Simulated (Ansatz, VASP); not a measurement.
Si: VASP beside Ansatz

The input INCAR:

```
SYSTEM = Si
PREC     = Accurate       ! precision mode
ENCUT    = 520            ! plane-wave cutoff, eV
EDIFF    = 1E-6           ! SCF threshold, eV
ISMEAR   = 0              ! smearing method
SIGMA    = 0.15           ! smearing width, eV
LREAL    = .FALSE.        ! projectors in reciprocal space
LASPH    = .TRUE.         ! aspherical terms in the spheres
NELM     = 60             ! most SCF steps
ALGO     = Normal         ! electronic algorithm
ISIF     = 2              ! what is computed and relaxed
LWAVE    = .FALSE.        ! write WAVECAR
LCHARG   = .TRUE.         ! write CHGCAR
GGA      = PE             ! functional
LELF     = .TRUE.         ! ELF
LVHAR    = .TRUE.       
NBANDS   = 8              ! bands
```

File KPOINTS:

```
regular mesh
0
G
  24 24 24
  0 0 0
```

POSCAR

```
Si
1.0
    2.6421154114      0.0000000000      0.0000000000
   -1.3210577057      2.2881390660      0.0715043458
    0.0000000000      0.0780283925      2.4969085588
Si
1
Direct
    0.0000000000      0.0000000000      0.0000000000
```

Input for Ansatz:

```yaml
crystal:
  lattice:
    - [2.6421154114, 0.0, 0.0]
    - [-1.3210577057, 2.288139066, 0.0715043458]
    - [0.0, 0.0780283925, 2.4969085588]
  atoms:
    - { symbol: Si, position: [0.0, 0.0, 0.0] }
basis:
  ecutwfc: 420
kpoints:
  mp_grid: { grid: [24, 24, 24] }
hamiltonian:
  xc: pbe
scf:
  occupations: { method: gaussian, width: 0.15 }
output:
  forces: true
  stress: true
  eigenvalues: true
```

Change from the starting cell: strain +0.0625 x Voigt [0, 0, 0, 1, 0, 0], atoms carried along.

Alike in both runs: task single point; functional PBE; k mesh 24 × 24 × 24; occupations gaussian, width 0.15 eV; no spin polarisation.

|  | VASP | Ansatz |
| --- | --- | --- |
| version | VASP 6.6.1 | Ansatz 0.2.0 |
| potentials or method | VASP PAW PBE potentials, release 64 (Si), cutoff 520 eV | scalar-relativistic, plane waves, PAW |
| valence electrons in the cell | 4 | 4 |

Ansatz gave:

```
gap on the k mesh at the Fermi level (eV)                     : none
pressure (GPa)                                                : 0.1
traceless stress, the component that is largest in VASP (GPa) : -4.44
```

Q: Which values does VASP return?

A: gap on the k mesh at the Fermi level (eV): none; pressure (GPa): 0.0; traceless stress, the component that is largest in VASP (GPa): -4.45.

A gap of «none» marks a metal or a gap that the smearing closes. With one functional, cell and mesh, what is left measures potentials, basis and numerics.
